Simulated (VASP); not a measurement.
Crystal: NaI.

```
CELL_PARAMETERS angstrom
6.43731 0.00000 0.00000
0.00000 6.43731 0.00000
0.00000 0.00000 6.43731
ATOMIC_POSITIONS crystal
Na 0.86309 0.63691 0.36309
Na 0.63691 0.36309 0.86309
Na 0.36309 0.86309 0.63691
Na 0.13691 0.13691 0.13691
I 0.15870 0.34130 0.65870
I 0.34130 0.65870 0.15870
I 0.65870 0.15870 0.34130
I 0.84130 0.84130 0.84130
```

| Property | Result |
| --- | --- |
| Program | VASP 6.6.1 |
| Task | relaxation of cell and atoms |
| Functional | PBEsol |
| Potentials or basis | VASP PAW PBE potentials, release 64 (Na_pv, I) |
| Cutoff | 600 eV |
| k mesh | 4 × 4 × 4 |
| Occupations | fermi-dirac, width 0.03 eV |
| Spin | no spin polarisation |

At the start: pressure -0.6 GPa; volume 33.34 Å³/atom.

How do energy, volume and symmetry change on relaxing?

Over 28 steps the energy falls by 183.9 meV/atom and the volume is 32.83 Å³/atom (-1.5 %); space group P2_13 (No. 198, to 0.1 Å) before, Fm-3m (No. 225, to 0.1 Å).

Step by step:
```
step  energy change (eV)  largest force (eV/Å)  pressure (GPa)  volume (Å³)
   1              0.0000                0.4252           -0.60       266.76
   2             -0.0516                0.4289           -0.32       261.99
   3             -0.1523                0.4116            0.67       248.04
   4              0.0076                0.2654            3.90       221.63
   5             -0.1587                0.3935            1.15       242.62
   6             -0.1996                0.3728            1.10       243.01
   7             -0.3109                0.3048            1.08       244.19
   8             -0.4761                0.2204            1.16       246.56
   9             -0.5172                0.4024            1.97       251.36
  10             -0.5522                0.3154            1.52       249.32
  11             -0.6840                0.2407            0.04       269.95
  12             -0.6910                0.2185           -0.39       276.85
  13             -0.6909                0.2229           -0.27       275.56
  14             -0.6910                0.2207           -0.30       276.11
  15             -0.7190                0.2271           -0.29       275.74
  16             -0.8066                0.2442           -0.29       274.65
  17             -0.9891                0.2521           -0.35       272.48
  18             -1.3106                0.1585           -0.39       268.17
  19             -1.2812                0.3277            0.76       259.70
  20             -1.4400                0.1274           -0.11       264.38
  21             -1.4415                0.1426           -0.02       263.92
  22             -1.4694                0.0216            0.14       260.82
  23             -1.4701                0.0107            0.12       261.21
  24             -1.4493                0.0211           -0.61       273.67
  25             -1.4708                0.0118            0.00       263.12
  26             -1.4708                0.0113           -0.02       263.18
  27             -1.4706                0.0060            0.09       261.64
  28             -1.4709                0.0085            0.02       262.64
```

Final structure:
```cif
data_structure
_symmetry_space_group_name_H-M 'P 1'
_symmetry_Int_Tables_number 1
_cell_length_a 6.4040
_cell_length_b 6.4040
_cell_length_c 6.4040
_cell_angle_alpha 90.000
_cell_angle_beta 90.000
_cell_angle_gamma 90.000
_cell_volume 262.64
loop_
_atom_site_label
_atom_site_type_symbol
_atom_site_fract_x
_atom_site_fract_y
_atom_site_fract_z
_atom_site_occupancy
Na1 Na 0.75158 0.74842 0.25158 1
Na2 Na 0.74842 0.25158 0.75158 1
Na3 Na 0.25158 0.75158 0.74842 1
Na4 Na 0.24842 0.24842 0.24842 1
I1 I 0.24907 0.25093 0.74907 1
I2 I 0.25093 0.74907 0.24907 1
I3 I 0.74907 0.24907 0.25093 1
I4 I 0.75093 0.75093 0.75093 1
```

Caveat: the PAW data sets were made with another functional, which shifts forces and pressure a little.
